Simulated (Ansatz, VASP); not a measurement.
## Two plane-wave programs on Ca2SiN2

```
Ca Si N
1.0
     5.56713    0.00000    0.00000
    -2.78357    4.82128    0.00000
     0.00000    0.00000    5.11468
Ca Si N
2 1 2
Direct
  0.33333 0.66667 0.00000
  0.66667 0.33333 0.00000
  0.00000 0.00000 0.00000
  0.00000 0.00000 0.61472
  0.00000 0.00000 0.38528
```

Alike in both runs: functional PBE; k mesh 12 × 12 × 8; occupations gaussian, width 0.1 eV; no spin polarisation.

Ansatz relaxed the structure, and its values are those at the end. VASP's run is a single point on that final structure, the one shown.

|  | VASP | Ansatz |
| --- | --- | --- |
| version | VASP 6.6.1 | Ansatz 0.2.0 |
| potentials or method | VASP PAW PBE potentials, release 64 (Ca_sv, Si, N), cutoff 600 eV | scalar-relativistic, plane waves, PAW |
| valence electrons in the cell | 34 | 34 |

|  | VASP | Ansatz | Ansatz less VASP |
| --- | --- | --- | --- |
| gap on the k mesh at the Fermi level (eV) | none | none | - |
| pressure (GPa) | 0.2 | 0.0 | -0.19 |
| rms of the force components (eV/Å) | 0.205 | 0.001 | -0.2044 |

A gap of «none» marks a metal or a gap that the smearing closes. One of these differences is far larger than is usual between the two programs; its cause wasn't traced.

Noted on VASP's run: the standard files for N, O and F lose accuracy on very short bonds.
